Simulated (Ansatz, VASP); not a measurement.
Au: VASP beside Ansatz

```
Au
1.0
    -1.60755    1.60755    1.70699
     1.60755   -1.60755    1.70699
     1.60755    1.60755   -1.70699
Au
1
Cartesian
  0.0000 0.0000 0.0000
```

Change from the starting cell: strain -0.030 along x and y, +0.030 along z, atoms carried along.

Alike in both runs: task single point; functional r2SCAN; k mesh 20 × 20 × 20; occupations gaussian, width 0.15 eV; no spin polarisation.

|  | VASP | Ansatz |
| --- | --- | --- |
| version | VASP 6.6.1 | Ansatz 0.2.0 |
| potentials or method | VASP PAW PBE potentials, release 64 (Au), cutoff 520 eV | scalar-relativistic, plane waves, PAW |
| valence electrons in the cell | 11 | 19 |

|  | VASP | Ansatz | Ansatz less VASP |
| --- | --- | --- | --- |
| gap on the k mesh at the Fermi level (eV) | none | none | - |
| pressure (GPa) | -0.2 | -0.5 | -0.27 |
| traceless stress, the component that is largest in VASP (GPa) | 0.26 | 0.24 | -0.014 |

VASP's potentials were made for PBE, not for r2SCAN. A gap of «none» marks a metal or a gap that the smearing closes. With one functional, cell and mesh, what is left measures potentials, basis and numerics. VASP's potentials hold 11 valence electrons a cell and Ansatz's 19, so a difference there can come from the potentials and not from the codes.

Neither program's run includes spin-orbit coupling.
